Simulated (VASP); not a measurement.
MnO:

```
CELL_PARAMETERS angstrom
0.00000 2.22295 2.22295
2.22295 0.00000 2.22295
2.22295 2.22295 0.00000
ATOMIC_POSITIONS crystal
Mn 0.00000 0.00000 0.00000
O 0.50000 0.50000 0.50000
```

Base run:

| Item | Value |
| --- | --- |
| Program | VASP 6.6.1 |
| Functional | PBE |
| Potentials or basis | VASP PAW PBE potentials, release 64 (Mn_pv, O) |
| Cutoff | 600 eV |
| k mesh | 8 × 8 × 8 |
| Occupations | fermi-dirac, width 0.1 eV |
| Spin | no spin polarisation |

Its results: pressure -32.6 GPa.

Q: After a change of settings the same cell gave: pressure -31.3 GPa. Which change was it?
A. k mesh from 8 × 8 × 8 to 4 × 4 × 4; occupations from fermi-dirac, width 0.1 eV to gaussian, width 0.05 eV
B. occupations from fermi-dirac, width 0.1 eV to fermi-dirac, width 0.15 eV
C. occupations from fermi-dirac, width 0.1 eV to gaussian, width 0.05 eV

A: B.

Caveats: an odd number of electrons without spin polarisation forces a metal; a magnetic or distorted state may lie lower; the run has no spin polarisation, though such a crystal can be magnetic.
